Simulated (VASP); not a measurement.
Here is a VASP 6.6.1 calculation.

File POSCAR:

```
Al2Si2C
1.0
    1.5300540000      2.6501250000      0.0000000000
   -1.5300540000      2.6501250000      0.0000000000
    0.0000000000     -1.7667500000      7.9337850000
Si Al C
2 2 1
Direct
    0.3740000000      0.3740000000      0.1220000000
    0.6260000000      0.6260000000      0.8780000000
    0.2300000000      0.2300000000      0.6900000000
    0.7700000000      0.7700000000      0.3100000000
    0.0000000000      0.0000000000      0.0000000000
```

The input INCAR.step1:

```
SYSTEM = Al2Si2C
  PREC = Accurate
  ENCUT = 600
  ISMEAR = 1
  SIGMA = 0.0122
  LREAL = .False.
  LASPH = .True.
  NELM = 60
  GGA = PE
  ALGO = Normal
  EDIFF = 1E-4
  LWAVE = .True.
  LCHARG = .False.
```

File INCAR.step2:

```
SYSTEM = Al2Si2C
  PREC = Accurate
  ENCUT = 600
  EDIFF = 1E-6
  ISMEAR = 1
  SIGMA = 0.0122
  LREAL = .False.
  LASPH = .True.
  NELM = 60
  ALGO = Normal
  ISIF = 3
  LWAVE = .False.
  LCHARG = .False.
  METAGGA = R2SCAN
  LMIXTAU = .True.
  IBRION = 2
  NSW = 80
  EDIFFG = -0.01
  ISTART = 1
```

Contents of KPOINTS:

```
Automatic mesh
0
Gamma
  8 8 8
  0 0 0
```

Potentials or basis: VASP PAW PBE potentials, release 64 (Si, Al, C).

Launch:

```sh
$ cat potpaw_PBE.64/Si/POTCAR potpaw_PBE.64/Al/POTCAR potpaw_PBE.64/C/POTCAR > POTCAR
$ cp INCAR.step1 INCAR
$ mpirun -np 1 vasp_std > vasp.out
$ cp INCAR.step2 INCAR
$ mpirun -np 1 vasp_std > vasp.out
```

Problem. Estimate the relaxed volume.

Solution. 12.71 Å³/atom.

Problem. Estimate the band gap on the k mesh.

Solution. Zero (bands 9 and 10 overlap by 6.04 eV).

Final structure:
```
Si Al C
1.0
     1.42085    2.46098    0.00000
    -1.42085    2.46098    0.00000
     0.00000   -1.64065    9.09013
Si Al C
2 2 1
Direct
  0.37639 0.37639 0.12918
  0.62361 0.62361 0.87082
  0.20922 0.20922 0.62766
  0.79078 0.79078 0.37234
  0.00000 0.00000 0.00000
```

Caveat: the PAW data sets were made with another functional, which shifts forces and pressure a little.
